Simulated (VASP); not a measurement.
# ZrSi2Sb4 (I422) in VASP: single point with r2SCAN+rVV10

Aim: the single point of ZrSi2Sb4 with r2SCAN+rVV10.

Program: VASP 6.6.1. These are calculated values, not measurements. Logs are shortened: lines on timing, memory, paths and dates and some standing lists are left out, and cuts for length are marked.

**1. The cell of the first run**

The structure is tetragonal, space group I422 (No. 97). Conventional cell: a = 7.467 Å, b = 7.467 Å, c = 6.408 Å, α = 90.00°, β = 90.00°, γ = 90.00°. Zr (site symmetry 422) has 8 Sb at 3.14 Å and 4 Si at 3.73 Å within 4.1 Å. Si (site symmetry 222) has 4 Sb at 2.61 Å and 2 Si at 3.20 Å within 3.4 Å. Sb (site symmetry 2) has 4 Si at 2.61 to 3.59 Å and 2 Zr at 3.14 Å and 2 Sb at 3.41 Å within 3.6 Å.

**2. Single point, r2SCAN+rVV10**

The input, POSCAR:

```
ZrSi2Sb4
1.0
   -3.7333278955      3.7333278955      3.2041560682
    3.7333278955     -3.7333278955      3.2041560682
    3.7333278955      3.7333278955     -3.2041560682
Zr Si Sb
1 2 4
Direct
    0.0000000000      0.0000000000      0.0000000000
    0.0000000000      0.5000000000      0.5000000000
    0.5000000000      0.0000000000      0.5000000000
    0.0547279105      0.9452720895      0.5000000000
    0.5547279105      0.0547279105      0.1094558209
    0.9452720895      0.4452720895      0.8905441791
    0.4452720895      0.5547279105      0.5000000000
```

The input, INCAR.step1:

```
PREC = Accurate
ENCUT = 520
ISMEAR = -1
SIGMA = 0.03
LREAL = False
LASPH = True
NELM = 80
NBANDS = 29
GGA = PE
ALGO = Normal
EDIFF = 1E-4
LWAVE = True
LCHARG = False
```

The input, INCAR.step2:

```
PREC = Accurate
ENCUT = 520
EDIFF = 1E-6
ISMEAR = -1
SIGMA = 0.03
LREAL = False
LASPH = True
NELM = 80
ALGO = Normal
ISIF = 2
LWAVE = False
LCHARG = False
METAGGA = R2SCAN
LMIXTAU = True
LUSE_VDW = True
IVDW_NL = 2
BPARAM = 11.95
CPARAM = 0.0093
NBANDS = 29
ISTART = 1
```

The input, KPOINTS:

```
regular mesh
0
Gamma
  6 6 6
```

Potentials or basis: VASP PAW PBE potentials, release 64 (Zr_sv, Si, Sb).

Command:

```console
> cat potpaw_PBE.64/Zr_sv/POTCAR potpaw_PBE.64/Si/POTCAR potpaw_PBE.64/Sb/POTCAR > POTCAR
> cp INCAR.step1 INCAR
> mpirun -np 1 vasp_std > vasp.out
> cp INCAR.step2 INCAR
> mpirun -np 1 vasp_std > vasp.out
```

OUTCAR:

```text
PREC = Accurate
   ENCUT = 520
   EDIFF = 1E-6
   ISMEAR = -1
   LREAL = False
   LASPH = True
   NELM = 80
   ISIF = 2
   METAGGA = R2SCAN
   IVDW_NL = 2
   BPARAM = 11.95
   ISTART = 1

 ion  position               nearest neighbor table
   1  0.000  0.000  0.000-   5 3.14   6 3.14   7 3.14   4 3.14   4 3.14   7 3.14   6 3.14   5 3.14

   2  0.000  0.500  0.500-   4 2.61   7 2.61   5 2.61   6 2.61
   3  0.500  0.000  0.500-   4 2.61   7 2.61   6 2.61   5 2.61
   4  0.055  0.945  0.500-   2 2.61   3 2.61   1 3.14   1 3.14   7 3.41   7 3.41
   5  0.555  0.055  0.109-   2 2.61   3 2.61   1 3.14   1 3.14   6 3.41   6 3.41
   6  0.945  0.445  0.891-   3 2.61   2 2.61   1 3.14   1 3.14   5 3.41   5 3.41
   7  0.445  0.555  0.500-   2 2.61   3 2.61   1 3.14   1 3.14   4 3.41   4 3.41

  LATTYP: Found a body centered tetragonal cell.
 ALAT       =     7.4666557910
 C/A-ratio  =     0.8582573398

  Lattice vectors:

 A1 = (  -3.7333278955,   3.7333278955,   3.2041560682)
 A2 = (   3.7333278955,  -3.7333278955,   3.2041560682)
 A3 = (   3.7333278955,   3.7333278955,  -3.2041560682)

Analysis of symmetry for initial positions (statically):
=====================================================================
 Subroutine PRICEL returns:
 Original cell was already a primitive cell.

 Routine SETGRP: Setting up the symmetry group for a
 body centered tetragonal supercell.

 Subroutine GETGRP returns: Found  8 space group operations
 (whereof  8 operations were pure point group operations)
 out of a pool of 16 trial point group operations.

The static configuration has the point symmetry D_4 .

Analysis of symmetry for dynamics (positions and initial velocities):
=====================================================================
 Subroutine PRICEL returns:
 Original cell was already a primitive cell.

 Routine SETGRP: Setting up the symmetry group for a
 body centered tetragonal supercell.

 Subroutine GETGRP returns: Found  8 space group operations
 (whereof  8 operations were pure point group operations)
 out of a pool of 16 trial point group operations.

The dynamic configuration has the point symmetry D_4 .

 Subroutine INISYM returns: Found  8 space group operations
 (whereof  8 operations are pure point group operations),
 and found     1 'primitive' translations

----------------------------------------------------------------------------------------

                                     Primitive cell

  volume of cell :     178.6347

  direct lattice vectors                    reciprocal lattice vectors
    -3.733327895  3.733327895  3.204156068     0.000000000  0.133928767  0.156047330
     3.733327895 -3.733327895  3.204156068     0.133928767  0.000000000  0.156047330
     3.733327895  3.733327895 -3.204156068     0.133928767  0.133928767  0.000000000

  length of vectors
     6.175928308  6.175928308  6.175928308     0.205639694  0.205639694  0.189403878

  position of ions in fractional coordinates (direct lattice)
     0.000000000  0.000000000  0.000000000
     0.000000000  0.500000000  0.500000000
     0.500000000  0.000000000  0.500000000
     0.054727910  0.945272090  0.500000000
     0.554727910  0.054727910  0.109455821
     0.945272090  0.445272090  0.890544179
     0.445272090  0.554727910  0.500000000

  ion indices of the primitive-cell ions
   primitive index   ion index
                 1           1
                 2           2
                 3           3
                 4           4
                 5           5
                 6           6
                 7           7

----------------------------------------------------------------------------------------

 KPOINTS: regular mesh

Automatic generation of k-mesh.
 Grid dimensions read from file:
 generate k-points for:    6    6    6

 Generating k-lattice:

  Cartesian coordinates                     Fractional coordinates (reciprocal lattice)
     0.000000000  0.022321461  0.026007888     0.166666667  0.000000000  0.000000000
     0.022321461  0.000000000  0.026007888     0.000000000  0.166666667  0.000000000
     0.022321461  0.022321461  0.000000000     0.000000000  0.000000000  0.166666667

  Length of vectors
     0.034273282  0.034273282  0.031567313

  Shift w.r.t. Gamma in fractional coordinates (k-lattice)
     0.000000000  0.000000000  0.000000000

 Subroutine IBZKPT returns following result:
 ===========================================

 Found     30 irreducible k-points:

 Following reciprocal coordinates:
            Coordinates               Weight
  0.000000  0.000000  0.000000      1.000000
  0.166667  0.000000 -0.000000      8.000000
  0.333333  0.000000 -0.000000      8.000000
  0.500000  0.000000 -0.000000      4.000000
  0.166667  0.166667 -0.000000      8.000000
  0.333333  0.166667 -0.000000     16.000000
[... 16 lines left out ...]
 -0.333333 -0.333333  0.166667      8.000000
 -0.166667 -0.333333  0.166667      8.000000
 [... further k-points ...]
   k-points           NKPTS =     30   k-points in BZ     NKDIM =     30   number of bands    NBANDS=     29
   number of dos      NEDOS =    301   number of ions     NIONS =      7
   total plane-waves  NPLWV = 110592
   dimension x,y,z NGX =    48 NGY =   48 NGZ =   48
   dimension x,y,z NGXF=    96 NGYF=   96 NGZF=   96
   ions per type =               1   2   4
   NGX,Y,Z   is equivalent  to a cutoff of  12.92, 12.92, 12.92 a.u.
   NGXF,Y,Z  is equivalent  to a cutoff of  25.84, 25.84, 25.84 a.u.
 SYSTEM =  unknown system
   PREC   = accura    normal or accurate (medium, high low for compatibility)
   ISTART =      1    job   : 0-new  1-cont  2-samecut
   ICHARG =      0    charge: 1-file 2-atom 10-const
   ISPIN  =      1    spin polarized calculation?
   LNONCOLLINEAR =      F non collinear calculations
   LSORBIT =      F    spin-orbit coupling
   LASPH  =      T    aspherical Exc in radial PAW
   ENCUT  =  520.0 eV  38.22 Ry    6.18 a.u.  11.48 11.48 11.48*2*pi/ulx,y,z
   NELM   =     80;   NELMIN=  2; NELMDL=  0     # of ELM steps
   EDIFF  = 0.1E-05   stopping-criterion for ELM
   LREAL  =      F    real-space projection
   EDIFFG = 0.1E-04   stopping-criterion for IOM
   NSW    =      0    number of steps for IOM
   IBRION =     -1    ionic relax: 0-MD 1-quasi-New 2-CG
   NFREE  =      0    steps in history (QN), initial steepest desc. (CG)
   ISIF   =      2    stress and relaxation
   ISYM   =      2    0-nonsym 1-usesym 2-fastsym
   POTIM  = 0.5000    time-step for ionic-motion
   TEBEG  =    0.0;   TEEND  =   0.0 temperature during run
   PSTRESS=    0.0 pullay stress
   NELECT =      40.0000    total number of electrons
   NUPDOWN=      -1.0000    fix difference up-down
   EMIN   =  10.00;   EMAX   =-10.00  energy-range for DOS
   EFERMI =   0.00;   METHOD = LEGACY
   ISMEAR =    -1;   SIGMA  =   0.03  broadening in eV -4-tet -1-fermi 0-gaus
   EFERMI_NEDOS =   21; number of points for ismear=-14 and -15
   IALGO  =     38    algorithm
   IMIX   =      4    mixing-type and parameters
     AMIX     =   0.40;   BMIX     =  1.00
     AMIX_MAG =   1.60;   BMIX_MAG =  1.00
  volume/ion in A,a.u.               =      25.52       172.21
  Fermi-wavevector in a.u.,A,eV,Ry     =   0.994122  1.878617 13.446336  0.988278
  Thomas-Fermi vector in A             =   2.126051
   LORBIT       =      0    0 simple, 1 ext, 2 COOP (PROOUT), +10 PAW based schemes
   METAGGA = R2SCAN    functional components
   LHFCALC =     F    Hartree Fock is set to
   AEXX    =    0.0000 exact exchange contribution
   IVDW_NL    =     2    kernel type
   BPARAM     =11.9500
   IVDW    =     0    specifies the selected vdW correction
   LEPSILON=     F    determine dielectric tensor
   LRPA    =     F    only Hartree local field effects (RPA)
 non-spin polarized calculation
  energy-cutoff  :      520.00
  volume of cell :      178.63
 maximum number of plane-waves:      4840
 NGX is ok and might be reduce to    48
   NGX = 23   NGY = 23   NGZ = 23

 number of electron      40.0000000 magnetization

 Free energy of the ion-electron system (eV)
  ---------------------------------------------------
  ext. energy  EPLUGINS =         0.00000000
  ---------------------------------------------------
  free energy    TOTEN  =      -141.48519272 eV

  energy without entropy =     -141.48348436  energy(sigma->0) =     -141.48433854

 E-fermi :   7.5205     XC(G=0): -10.3885

 val. band max:        7.4389934053   @ k =  -0.3333   0.3333   0.3333
 cond. band min:       7.5582913375   @ k =  -0.3333  -0.3333   0.3333
 fundamental gap:      0.1192979322
 Fermi energy:         7.5205338474

 k-point     1 :       0.0000    0.0000    0.0000
  band No.  band energies     occupation
      1     -44.4393      2.00000
      2     -21.7337      2.00000
      3     -21.7337      2.00000
      4     -21.7311      2.00000
      5      -5.7016      2.00000
      6      -2.4478      2.00000
[... 21 lines left out ...]
     28      11.5002      0.00000
     29      11.5002      0.00000

 k-point     2 :       0.1667    0.0000   -0.0000
  band No.  band energies     occupation
      1     -44.4393      2.00000
      2     -21.7339      2.00000
      3     -21.7336      2.00000
      4     -21.7311      2.00000
      5      -5.5359      2.00000
      6      -2.6537      2.00000
[... 21 lines left out ...]
     28      11.1244      0.00000
     29      11.7760      0.00000

 k-point     3 :       0.3333    0.0000   -0.0000
  band No.  band energies     occupation
      1     -44.4393      2.00000
      2     -21.7339      2.00000
      3     -21.7336      2.00000
      4     -21.7311      2.00000
      5      -5.0507      2.00000
      6      -3.3510      2.00000
[... 638 lines left out ...]
      5      -4.1812      2.00000
      6      -3.9675      2.00000
[... 21 lines left out ...]
     28      10.6879      0.00000
     29      11.0108      0.00000

 k-point    24 :      -0.1667   -0.3333    0.1667
  band No.  band energies     occupation
      1     -44.4393      2.00000
      2     -21.7341      2.00000
      3     -21.7334      2.00000
      4     -21.7311      2.00000
      5      -4.7154      2.00000
      6      -3.6397      2.00000
[... 21 lines left out ...]
     28      10.5778      0.00000
     29      11.1077      0.00000

 [... further k-points ...]

------------------------ aborting loop because EDIFF is reached ----------------------------------------

  FORCE on cell =-STRESS in cart. coord.  units (eV):
  Direction    XX          YY          ZZ          XY          YZ          ZX
  --------------------------------------------------------------------------------------
  -------------------------------------------------------------------------------------
  Total        0.4690551      0.4690551      0.5064859      0.0000000      0.0000000      0.0000000
  in kB        4.2069610      4.2069610      4.5426787      0.0000000      0.0000000      0.0000000
  external PRESSURE =       4.3188669 kB  Pullay stress =       0.0000000 kB

 VOLUME and BASIS-vectors are now :
 -----------------------------------------------------------------------------
  energy-cutoff  :      520.00
  volume of cell :      178.63
      direct lattice vectors                 reciprocal lattice vectors
    -3.733327895  3.733327895  3.204156068     0.000000000  0.133928767  0.156047330
     3.733327895 -3.733327895  3.204156068     0.133928767  0.000000000  0.156047330
     3.733327895  3.733327895 -3.204156068     0.133928767  0.133928767  0.000000000

 POSITION                                       TOTAL-FORCE (eV/Angst)
 -----------------------------------------------------------------------------------
      0.00000      0.00000      0.00000         0.000000     -0.000000      0.000000
      3.73333      0.00000      0.00000         0.000000     -0.000000      0.000000
      0.00000      3.73333      0.00000         0.000000     -0.000000      0.000000
      5.19136     -1.45803      1.60208         0.047362     -0.047362     -0.000000
     -1.45803      2.27530      1.60208        -0.047362     -0.047362      0.000000
      1.45803      5.19136      1.60208         0.047362      0.047362     -0.000000
      2.27530      1.45803      1.60208        -0.047362      0.047362      0.000000
 -----------------------------------------------------------------------------------
    total drift:                                0.000003     -0.000003      0.000000

  FREE ENERGIE OF THE ION-ELECTRON SYSTEM (eV)
  ---------------------------------------------------
  free  energy   TOTEN  =      -141.4851927170 eV

  energy  without entropy=     -141.4834843637  energy(sigma->0) =     -141.48433854
```

Run time: 8.1 min. Hardware: 1 thread of Intel Xeon Platinum 8559C (Emerald Rapids), shared host; peak memory 0.84 GiB.

Results:

- Free energy: -141.4852 eV
- Pressure: 0.4 GPa
- Largest force: 0.067 eV/Å
- Band gap on the k mesh: zero (bands 20 and 21 overlap by 0.59 eV)

Forces on the atoms (eV/Å):
```
Zr   0.000  0.000  0.000
Si   0.000  0.000  0.000
Si   0.000  0.000  0.000
Sb   0.047 -0.047  0.000
Sb  -0.047 -0.047  0.000
Sb   0.047  0.047  0.000
Sb  -0.047  0.047  0.000
```

Caveat: the PAW data sets were made with another functional, which shifts forces and pressure a little; spin-orbit coupling is left out, which moves the levels of the heavy elements.
